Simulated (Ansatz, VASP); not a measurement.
One calculation of CuSi15, two programs

INCAR

```
SYSTEM = CuSi15
PREC     = Accurate       ! precision mode
ENCUT    = 520            ! plane-wave cutoff, eV
EDIFF    = 1E-6           ! SCF threshold, eV
ISMEAR   = 0              ! smearing method
SIGMA    = 0.05           ! smearing width, eV
LREAL    = Auto         
LASPH    = .TRUE.         ! aspherical terms in the spheres
NELM     = 150            ! most SCF steps
ALGO     = Normal         ! electronic algorithm
ISIF     = 2              ! what is computed and relaxed
LWAVE    = .FALSE.        ! write WAVECAR
LCHARG   = .FALSE.        ! write CHGCAR
ISPIN    = 2              ! spin polarisation
MAGMOM   = 0 0 0 0 0 0 0 0 0 0 0 0 0 0 0 0 ! initial moments
LORBIT   = 11             ! projections on sites
LMAXMIX  = 4              ! l up to which the mixer works
GGA      = PS             ! functional
NBANDS   = 54             ! bands
```

The input KPOINTS:

```
Automatic mesh
0
G
  3 3 3
  0 0 0
```

POSCAR

```
CuSi15
1.0
    0.0000000000      5.4370000000      5.4370000000
    5.4370000000      0.0000000000      5.4370000000
    5.4370000000      5.4370000000      0.0000000000
Cu Si
1 15
Direct
    1.0000000000      1.0000000000      0.0000000000
    0.0002682891      0.0002682891      0.4997317109
    0.0002682891      0.4997317109      0.0002682891
    0.0002682891      0.4997317109      0.4997317109
    0.4997317109      0.0002682891      0.0002682891
    0.4997317109      0.0002682891      0.4997317109
    0.4997317109      0.4997317109      0.0002682891
    0.5000000000      0.5000000000      0.5000000000
    0.1235515995      0.1235515995      0.1235515995
    0.1235515995      0.1235515995      0.6293452016
    0.1235515995      0.6293452016      0.1235515995
    0.1249634952      0.6250121683      0.6250121683
    0.6293452016      0.1235515995      0.1235515995
    0.6250121683      0.1249634952      0.6250121683
    0.6250121683      0.6250121683      0.1249634952
    0.6250121683      0.6250121683      0.6250121683
```

Input for Ansatz:

```yaml
crystal:
  lattice:
    - [0.0, 5.437, 5.437]
    - [5.437, 0.0, 5.437]
    - [5.437, 5.437, 0.0]
  atoms:
    - { symbol: Cu, position: [1.0, 1.0, 0.0], spin: 3.0 }
    - { symbol: Si, position: [0.0002682891, 0.0002682891, 0.4997317109] }
    - { symbol: Si, position: [0.0002682891, 0.4997317109, 0.0002682891] }
    - { symbol: Si, position: [0.0002682891, 0.4997317109, 0.4997317109] }
    - { symbol: Si, position: [0.4997317109, 0.0002682891, 0.0002682891] }
    - { symbol: Si, position: [0.4997317109, 0.0002682891, 0.4997317109] }
    - { symbol: Si, position: [0.4997317109, 0.4997317109, 0.0002682891] }
    - { symbol: Si, position: [0.5, 0.5, 0.5] }
    - { symbol: Si, position: [0.1235515995, 0.1235515995, 0.1235515995] }
    - { symbol: Si, position: [0.1235515995, 0.1235515995, 0.6293452016] }
    - { symbol: Si, position: [0.1235515995, 0.6293452016, 0.1235515995] }
    - { symbol: Si, position: [0.1249634952, 0.6250121683, 0.6250121683] }
    - { symbol: Si, position: [0.6293452016, 0.1235515995, 0.1235515995] }
    - { symbol: Si, position: [0.6250121683, 0.1249634952, 0.6250121683] }
    - { symbol: Si, position: [0.6250121683, 0.6250121683, 0.1249634952] }
    - { symbol: Si, position: [0.6250121683, 0.6250121683, 0.6250121683] }
basis:
  ecutwfc: 420
  ecutrho_ratio: 4
kpoints:
  mp_grid: { grid: [3, 3, 3] }
hamiltonian:
  xc: pbesol
  hubbard:
    sites:
      - { site: 0, l: d, u_eff: 0.0, starting_ns: [{ spin: up, occupation_matrix: s0up }, { spin: down, occupation_matrix: s0down }] }
    occupation_matrices:
      s0up:
        matrix:
          - [0.97, 0.0, 0.0, 0.0, 0.0]
          - [0.0, 0.97, 0.0, 0.0, 0.0]
          - [0.0, 0.0, 0.97, 0.0, 0.0]
          - [0.0, 0.0, 0.0, 0.97, 0.0]
          - [0.0, 0.0, 0.0, 0.0, 0.97]
      s0down:
        matrix:
          - [0.97, 0.0, 0.0, 0.0, 0.0]
          - [0.0, 0.02, 0.0, 0.0, 0.0]
          - [0.0, 0.0, 0.97, 0.0, 0.0]
          - [0.0, 0.0, 0.0, 0.02, 0.0]
          - [0.0, 0.0, 0.0, 0.0, 0.02]
    ns_hold: until_converged
scf:
  occupations: { method: gaussian, width: 0.05 }
  lower_state_search: "off"
  max_iter: 150
output:
  forces: true
  stress: true
  eigenvalues: true
  populations: true
  hubbard: { sites: [{ site: 0, l: d }] }
  write_density: true
  write_potential: true
  elf: true
  volumetric_format: npy
magnetization:
  spin_polarized: true
```

Alike in both runs: task single point; functional PBEsol; k mesh 3 × 3 × 3; occupations gaussian, width 0.05 eV; collinear spin.

|  | VASP | Ansatz |
| --- | --- | --- |
| version | VASP 6.6.1 | Ansatz 0.2.0 |
| potentials or method | VASP PAW PBE potentials, release 64 (Cu, Si), cutoff 520 eV | scalar-relativistic, plane waves, PAW |
| valence electrons in the cell | 71 | 79 |

Ansatz gave:

| Property | Result |
| --- | --- |
| gap on the k mesh at the Fermi level (eV) | none |
| pressure (GPa) | -1.3 |
| rms of the force components (eV/Å) | 0.038 |
| net moment per atom (μB) | 0.00 |

Task: What did VASP give for the same quantities?

Result: gap on the k mesh at the Fermi level (eV): none; pressure (GPa): -1.2; rms of the force components (eV/Å): 0.032; net moment per atom (μB): 0.00.

VASP's potentials were made for PBE, not for PBEsol. Atom by atom the forces differ by 0.006 eV/Å (rms over components). A gap of «none» marks a metal or a gap that the smearing closes. VASP's potentials hold 71 valence electrons a cell and Ansatz's 79, so a difference there can come from the potentials and not from the codes. Ansatz's warnings: seeded moment not kept, specified occupation not kept, symmetry narrowed by occupation matrices.
